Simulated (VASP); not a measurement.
A run of VASP 6.6.1:

Contents of INCAR:

```
SYSTEM = HfZrSe3
PREC = Accurate ; ENCUT = 500
EDIFF = 1E-6 ; ISMEAR = 0
SIGMA = 0.15 ; LREAL = .FALSE.
LASPH = .TRUE. ; NELM = 120
ALGO = Normal ; ISIF = 2
LWAVE = .FALSE. ; LCHARG = .FALSE.
GGA = PE ; NBANDS = 28
GGA_COMPAT = .FALSE.
```

KPOINTS

```
Automatic mesh
0
G
  3 3 2
  0 0 0
```

File POSCAR:

```
HfZrSe3
1.0
    4.9357931079      0.0000000000      0.0000000000
    0.0000000000      4.9357931079      0.0000000000
    0.0000000000      0.0000000000      6.1411825760
Zr Hf Se
1 1 3
Direct
    0.0000000000      0.0000000000      0.5000000000
    0.0000000000      0.0000000000      0.0000000000
    0.0000000000      0.5000000000      0.5000000000
    0.5000000000      0.0000000000      0.5000000000
    0.5000000000      0.5000000000      0.0000000000
```

Potentials or basis: VASP PAW PBE potentials, release 64 (Zr_sv, Hf_pv, Se).

Command:

```sh
$ cat potpaw_PBE.64/Zr_sv/POTCAR potpaw_PBE.64/Hf_pv/POTCAR potpaw_PBE.64/Se/POTCAR > POTCAR
$ mpirun -np 1 vasp_std > vasp.out
```

Hardware: 1 thread of Intel Xeon 8259CL, with other jobs on the host.

Q: Estimate the wall time of this run.

A: Wall time 72 s on 1 thread of Intel Xeon 8259CL (shared host), peak memory 0.25 GiB. Counts: scf iterations 19, k points 6.
